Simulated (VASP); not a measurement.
Input of a VASP 6.6.1 run:

The input POSCAR:

```
Pt
1.0
    0.0000000000      1.9705765473      1.9705765473
    1.9705765473      0.0000000000      1.9705765473
    1.9705765473      1.9705765473      0.0000000000
Pt
1
Direct
    0.0000000000      0.0000000000      0.0000000000
```

Contents of INCAR.step1:

```
SYSTEM = Pt
PREC = Accurate
ENCUT = 520
ISMEAR = -1
SIGMA = 0.1
LREAL = .False.
LASPH = .True.
NELM = 60
NBANDS = 11
GGA = PE
ALGO = Normal
EDIFF = 1E-4
LWAVE = .True.
LCHARG = .False.
```

INCAR.step2

```
SYSTEM = Pt
PREC = Accurate
ENCUT = 520
EDIFF = 1E-6
ISMEAR = -1
SIGMA = 0.1
LREAL = .False.
LASPH = .True.
NELM = 60
ALGO = Normal
ISIF = 2
LWAVE = .False.
LCHARG = .False.
METAGGA = R2SCAN
LMIXTAU = .True.
NBANDS = 11
ISTART = 1
```

KPOINTS

```
Automatic mesh
0
Gamma
  4 4 4
  0 0 0
```

Potentials or basis: VASP PAW PBE potentials, release 64 (Pt).

Command:

```console
$ cat potpaw_PBE.64/Pt/POTCAR > POTCAR
$ cp INCAR.step1 INCAR
$ mpirun -np 1 vasp_std > vasp.out
$ cp INCAR.step2 INCAR
$ mpirun -np 1 vasp_std > vasp.out
```

Q: Predict the pressure.

A: -1.5 GPa.

Q: Predict the band gap on the k mesh.

A: Zero (band 5 reaches 11.24 eV, above the bottom of band 6 at 9.01 eV).

Caveat: the k points lie up to 0.69 Å⁻¹ apart; the PAW data sets were made with another functional, which shifts forces and pressure a little; spin-orbit coupling is left out, which moves the levels of the heavy elements.
